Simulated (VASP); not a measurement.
# Ga16As11P5 (P1) in VASP: further runs, part 2 of 2

VASP 6.6.1. Earlier steps stand in the parts before.

**3. Single point, PBEsol**

Input file INCAR:

```
PREC = Accurate
ENCUT = 500
EDIFF = 1E-6
ISMEAR = -1
SIGMA = 0.05
LREAL = Auto
LASPH = T
NELM = 120
ALGO = Normal
ISIF = 2
LWAVE = F
LCHARG = F
GGA = PS
NBANDS = 326
ISYM = -1
GGA_COMPAT = F
```

Input file KPOINTS:

```
explicit points
1
Reciprocal
  0.25000000   0.25000000   0.25000000 1
```

Input file POSCAR:

```
Ga16As11P5
1.0
   11.1775883346      0.0000000000      0.0000000000
    0.0000000000     11.1775883346      0.0000000000
    0.0000000000      0.0000000000     11.1775883346
Ga As P
32 22 10
Direct
    0.9936760000      0.0000670000      0.0010400000
    0.0037230000      0.9957460000      0.4956340000
    0.0010850000      0.5005160000      0.0077470000
    0.0064550000      0.5004050000      0.4988610000
    0.5000230000      0.9996040000      0.0015360000
    0.5031520000      0.9969150000      0.4961750000
    0.4966140000      0.4971620000      0.0039160000
    0.4956490000      0.5039070000      0.4953100000
    0.2530100000      0.2537160000      0.0042000000
    0.2461070000      0.2531990000      0.4961780000
    0.2459990000      0.7458310000      0.0046250000
    0.2467840000      0.7459530000      0.4957820000
    0.7576600000      0.2501050000      0.0017900000
    0.7506060000      0.2495520000      0.4994350000
    0.7540810000      0.7526700000      0.0044160000
    0.7478790000      0.7525940000      0.4965670000
    0.2454110000      0.9966850000      0.2535050000
    0.2498950000      0.9999500000      0.7503160000
    0.2497500000      0.5012530000      0.2503530000
    0.2455700000      0.5033250000      0.7465170000
    0.7500800000      0.9934900000      0.2500560000
    0.7547610000      0.0036740000      0.7538130000
    0.7541350000      0.4969390000      0.2468680000
    0.7501570000      0.5009500000      0.7505480000
    0.0007020000      0.2569520000      0.2507560000
    0.9974550000      0.2464710000      0.7545380000
    0.0037190000      0.7528740000      0.2466910000
    0.0035120000      0.7457520000      0.7455170000
    0.4966960000      0.2528930000      0.2465920000
    0.4999810000      0.2509480000      0.7490380000
    0.4993870000      0.7490260000      0.2568510000
    0.5000540000      0.7503550000      0.7513290000
    0.1233120000      0.1258280000      0.1260140000
    0.1236260000      0.1248410000      0.6239930000
    0.6269900000      0.1251130000      0.1257130000
    0.6257820000      0.1236890000      0.6249850000
    0.6249460000      0.6249310000      0.1268780000
    0.6238150000      0.6255530000      0.6231210000
    0.3729740000      0.3768660000      0.6229800000
    0.3736520000      0.8731490000      0.1278400000
    0.3738080000      0.8729620000      0.6221470000
    0.8772400000      0.3752470000      0.6250380000
    0.8760010000      0.8748050000      0.6242330000
    0.3738890000      0.1249010000      0.3738650000
    0.3752140000      0.1260320000      0.8762560000
    0.3728120000      0.6238120000      0.8760180000
    0.8764130000      0.1238520000      0.3728020000
    0.8775920000      0.6259330000      0.3730390000
    0.8775430000      0.6249400000      0.8770730000
    0.1243620000      0.3761620000      0.8769610000
    0.1228840000      0.8736760000      0.8763250000
    0.6243230000      0.3758080000      0.3734760000
    0.6261310000      0.3740060000      0.8775170000
    0.6274340000      0.8757410000      0.8764520000
    0.1247880000      0.6240800000      0.1282370000
    0.1256600000      0.6248350000      0.6215560000
    0.3729600000      0.3772280000      0.1274580000
    0.8772240000      0.3751620000      0.1256120000
    0.8763700000      0.8747940000      0.1266450000
    0.3719990000      0.6251840000      0.3735990000
    0.8755380000      0.1251340000      0.8776600000
    0.1260680000      0.3777040000      0.3730170000
    0.1250090000      0.8714560000      0.3741880000
    0.6251030000      0.8736640000      0.3737910000
```

Potentials or basis: VASP PAW PBE potentials, release 64 (Ga_d, As, P).

On the command line:

```sh
$ cat potpaw_PBE.64/Ga_d/POTCAR potpaw_PBE.64/As/POTCAR potpaw_PBE.64/P/POTCAR > POTCAR
$ mpirun -np 1 vasp_std > vasp.out
```

Run time: 37 min. Hardware: 1 thread of Intel Xeon 8259CL, shared host; peak memory 1.2 GiB.

Results (log left out):

| Property | Result |
| --- | --- |
| Free energy | -298.8813 eV |
| Pressure | 0.1 GPa |
| Largest force | 0.037 eV/Å |
| Band gap on the k mesh | 1.44 eV |

Forces in eV/Å, atoms in the order of the input:
```
Ga  -0.024  0.013 -0.003
Ga   0.011 -0.011  0.001
Ga  -0.009 -0.004  0.020
Ga   0.031  0.015  0.014
Ga   0.006  0.006 -0.003
Ga   0.019 -0.015 -0.007
Ga  -0.009 -0.013  0.016
Ga  -0.004  0.018  0.003
Ga   0.017  0.012  0.014
Ga  -0.002  0.013  0.006
Ga  -0.008 -0.006  0.000
Ga  -0.017 -0.012 -0.006
Ga   0.020 -0.007 -0.005
Ga  -0.004  0.001  0.004
Ga   0.013  0.021  0.005
Ga  -0.027  0.019 -0.013
Ga  -0.002 -0.020  0.018
Ga   0.009  0.004  0.000
Ga   0.007  0.007  0.004
Ga  -0.004  0.020 -0.022
Ga   0.002 -0.021  0.003
Ga   0.013  0.024  0.022
Ga  -0.001 -0.015 -0.008
Ga   0.001  0.002  0.000
Ga  -0.009  0.010 -0.016
Ga  -0.016 -0.012  0.021
Ga   0.010  0.005  0.009
Ga   0.012 -0.011 -0.002
Ga  -0.007  0.019 -0.013
Ga  -0.002 -0.013  0.014
Ga   0.006  0.008  0.022
Ga   0.000 -0.006 -0.010
As  -0.004 -0.003  0.000
As   0.004  0.002 -0.008
As   0.009 -0.006  0.003
As   0.009  0.005 -0.004
As   0.006  0.000  0.000
As   0.005  0.002 -0.007
As  -0.022  0.011 -0.021
As   0.002 -0.020  0.016
As  -0.001  0.002 -0.009
As   0.001 -0.010  0.000
As   0.013 -0.010 -0.014
As  -0.004  0.002 -0.006
As  -0.016  0.002 -0.009
As  -0.009 -0.007  0.022
As  -0.008  0.003 -0.007
As   0.013  0.002 -0.007
As  -0.004 -0.001  0.008
As  -0.008 -0.007  0.002
As  -0.010 -0.002  0.002
As  -0.002 -0.003 -0.020
As   0.008  0.004  0.002
As   0.002 -0.001  0.011
P    0.006 -0.004 -0.003
P    0.006 -0.007 -0.012
P   -0.010 -0.004  0.001
P    0.010  0.008 -0.005
P   -0.013  0.006 -0.010
P   -0.008 -0.015  0.007
P   -0.006 -0.013  0.003
P    0.001  0.017  0.004
P   -0.003  0.001 -0.019
P    0.002 -0.007 -0.005
```

Stress tensor (GPa, compression positive):
```
 0.06 -0.78 -0.77
-0.78  0.05 -0.78
-0.77 -0.78  0.05
```

Levels at points of the mesh, in eV from the valence-band top:
| k point | band 284 | band 285 | band 286 | band 287 | band 288 | band 289 | band 290 | band 291 | band 292 | band 293 |
| --- | --- | --- | --- | --- | --- | --- | --- | --- | --- | --- |
| (0.25, 0.25, 0.25) | -0.52 | -0.50 | -0.43 | -0.01 | 0.00 | 1.44 | 1.82 | 1.85 | 1.86 | 1.98 |

Caveat: the PAW data sets were made with another functional, which shifts forces and pressure a little; a shifted mesh leaves out Γ, where band edges can lie.
